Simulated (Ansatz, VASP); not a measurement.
## One calculation of BN, two programs

POSCAR

```
BN
1.0
    2.5479976490      0.0000000000      0.0000000000
   -1.2739988245      2.2066306928      0.0000000000
    0.0000000000      0.0000000000      8.3753608011
B N
4 4
Direct
    0.0000000000      0.0000000000      0.0003894352
    0.3333333333      0.6666666667      0.2496892000
    0.0000000000      0.0000000000      0.5003894352
    0.6666666667      0.3333333333      0.7496892000
    0.0000000000      0.0000000000      0.1869898325
    0.3333333333      0.6666666667      0.4379315323
    0.0000000000      0.0000000000      0.6869898325
    0.6666666667      0.3333333333      0.9379315323
```

File INCAR.step1:

```
SYSTEM = BN
PREC = Accurate
ENCUT = 520
EDIFF = 1E-5
ISMEAR = 0
SIGMA = 0.01
LREAL = .False.
LASPH = .True.
NELM = 60
ALGO = Normal
ISIF = 2
LWAVE = .True.
LCHARG = .False.
GGA = PE
NBANDS = 26
```

File INCAR.step2:

```
SYSTEM = BN
PREC = Accurate
ENCUT = 520
EDIFF = 1E-6
ISMEAR = 0
SIGMA = 0.01
LREAL = .False.
LASPH = .True.
NELM = 60
ALGO = Normal
ISIF = 2
LWAVE = .False.
LCHARG = .False.
GGA = PE
LHFCALC = .True.
AEXX = 0.25
PRECFOCK = Fast
ISTART = 1
NBANDS = 26
```

The input KPOINTS:

```
regular mesh
0
Gamma
  6 6 2
  0 0 0
```

Input for Ansatz:

```yaml
crystal:
  lattice:
    - [2.547997649, 0.0, 0.0]
    - [-1.2739988245, 2.2066306928, 0.0]
    - [0.0, 0.0, 8.3753608011]
  atoms:
    - { symbol: B, position: [0.0, 0.0, 0.0003894352] }
    - { symbol: B, position: [0.3333333333, 0.6666666667, 0.2496892] }
    - { symbol: B, position: [0.0, 0.0, 0.5003894352] }
    - { symbol: B, position: [0.6666666667, 0.3333333333, 0.7496892] }
    - { symbol: "N", position: [0.0, 0.0, 0.1869898325] }
    - { symbol: "N", position: [0.3333333333, 0.6666666667, 0.4379315323] }
    - { symbol: "N", position: [0.0, 0.0, 0.6869898325] }
    - { symbol: "N", position: [0.6666666667, 0.3333333333, 0.9379315323] }
kpoints:
  mp_grid: { grid: [6, 6, 2] }
  band_path:
    path:
      - [0.0, 0.0, 0.0]
      - [0.5, 0.0, 0.0]
      - [0.3333333333, 0.3333333333, 0.0]
      - [0.0, 0.0, 0.5]
      - [0.5, 0.0, 0.5]
      - [0.3333333333, 0.3333333333, 0.5]
      - [0.0, 0.5, 0.0]
    npoints: 1
hamiltonian:
  xc: pbe0
scf:
  occupations: { method: fixed }
  n_extra_bands: 6
output:
  forces: true
  stress: true
  eigenvalues: true
```

Alike in both runs: task single point; functional PBE0; k mesh 6 × 6 × 2; no spin polarisation.

```csv
,VASP,Ansatz
version,VASP 6.6.1,Ansatz 0.2.0
potentials or method,"VASP PAW PBE potentials, release 64 (B, N)","plane waves, PAW"
plane-wave cutoff (eV),520,420
occupations,"gaussian, width 0.01 eV",fixed
valence electrons in the cell,32,32
```

|  | VASP | Ansatz | Ansatz less VASP |
| --- | --- | --- | --- |
| gap on the k mesh at the Fermi level (eV) | 7.68 | 7.68 | -0.005 |
| pressure (GPa) | -3.9 | -4.3 | -0.42 |
| traceless stress, the component that is largest in VASP (GPa) | -0.29 | -0.25 | +0.037 |
| rms of the force components (eV/Å) | 0.006 | 0.006 | +0.0007 |

Atom by atom the forces differ by 0.001 eV/Å (rms over components). Ansatz's warnings: stress exchange threshold loose, stress scf threshold loose.

The k mesh is coarse, so the values compare programs but aren't converged.
